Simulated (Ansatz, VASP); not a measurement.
# Mg2CdH6: VASP beside Ansatz

The input POSCAR:

```
Mg2CdH6
1.0
    0.0000000000      3.3603760000      3.3603760000
    3.3603760000      0.0000000000      3.3603760000
    3.3603760000      3.3603760000      0.0000000000
H Cd Mg
6 1 2
Direct
    0.7580000000      0.2420000000      0.2420000000
    0.2420000000      0.7580000000      0.2420000000
    0.2420000000      0.7580000000      0.7580000000
    0.7580000000      0.2420000000      0.7580000000
    0.2420000000      0.2420000000      0.7580000000
    0.7580000000      0.7580000000      0.2420000000
    0.0000000000      0.0000000000      0.0000000000
    0.2500000000      0.2500000000      0.2500000000
    0.7500000000      0.7500000000      0.7500000000
```

INCAR.step1

```
PREC = Accurate ; ENCUT = 520
ISMEAR = -1 ; SIGMA = 0.1
LREAL = False ; LASPH = True
NELM = 60 ; NBANDS = 21
GGA = PE ; ALGO = Normal
EDIFF = 1E-4 ; LWAVE = True
LCHARG = False
```

File INCAR.step2:

```
PREC = Accurate ; ENCUT = 520
EDIFF = 1E-6 ; ISMEAR = -1
SIGMA = 0.1 ; LREAL = False
LASPH = True ; NELM = 60
ALGO = Normal ; ISIF = 2
LWAVE = False ; LCHARG = True
METAGGA = R2SCAN ; LMIXTAU = True
LELF = True ; LVHAR = True
NBANDS = 21 ; ISTART = 1
```

File KPOINTS:

```
regular mesh
0
Gamma
  9 9 9
```

Input for Ansatz:

```yaml
crystal:
  lattice:
    - [0.0, 3.360376, 3.360376]
    - [3.360376, 0.0, 3.360376]
    - [3.360376, 3.360376, 0.0]
  atoms:
    - { symbol: H, position: [0.758, 0.242, 0.242] }
    - { symbol: H, position: [0.242, 0.758, 0.242] }
    - { symbol: H, position: [0.242, 0.758, 0.758] }
    - { symbol: H, position: [0.758, 0.242, 0.758] }
    - { symbol: H, position: [0.242, 0.242, 0.758] }
    - { symbol: H, position: [0.758, 0.758, 0.242] }
    - { symbol: Cd, position: [0.0, 0.0, 0.0] }
    - { symbol: Mg, position: [0.25, 0.25, 0.25] }
    - { symbol: Mg, position: [0.75, 0.75, 0.75] }
  symmetry: { tolerance: 0.0003 }
kpoints:
  mp_grid: { grid: [9, 9, 9], shift: [0, 0, 0] }
  band_path:
    path:
      - [0.0, 0.0, 0.0]
      - [0.5, 0.0, 0.5]
      - [0.625, 0.25, 0.625]
      - [0.375, 0.375, 0.75]
      - [0.0, 0.0, 0.0]
      - [0.5, 0.5, 0.5]
      - [0.5, 0.25, 0.75]
      - [0.5, 0.0, 0.5]
    npoints: 8
magnetization:
  spin_polarized: false
scf:
  occupations: { method: fermi_dirac }
  lower_state_search: "off"
  max_iter: 200
hamiltonian:
  pseudopotentials: { kind: paw }
  xc: r2scan
basis:
  ecutwfc: 500
  fft_grid_basis: typed
output:
  forces: true
  stress: true
  eigenvalues: true
  bader: true
  populations: true
  elf: true
  write_potential: true
  volumetric_format: npy
  dos:
    e_range: [-12, 8]
    de: 0.05
    projected: { site_lists: { Cd: [Cd], H: [H], Mg: [Mg] } }
checkpoint:
  read: saved_state
```

Alike in both runs: task single point; functional r2SCAN; k mesh 9 × 9 × 9; no spin polarisation.

|  | VASP | Ansatz |
| --- | --- | --- |
| version | VASP 6.6.1 | Ansatz 0.2.0 |
| potentials or method | VASP PAW PBE potentials, release 64 (H, Cd, Mg), cutoff 520 eV | PAW plane waves |
| occupations | fermi-dirac, width 0.1 eV | fermi-dirac |
| valence electrons in the cell | 22 | 46 |

|  | VASP | Ansatz | Ansatz less VASP |
| --- | --- | --- | --- |
| pressure (GPa) | 26.4 | 26.3 | -0.12 |
| rms of the force components (eV/Å) | 1.812 | 1.775 | -0.0368 |

VASP's potentials were made for PBE, not for r2SCAN. Atom by atom the forces differ by 0.037 eV/Å (rms over components). VASP's potentials hold 22 valence electrons a cell and Ansatz's 46, so a difference there can come from the potentials and not from the codes.
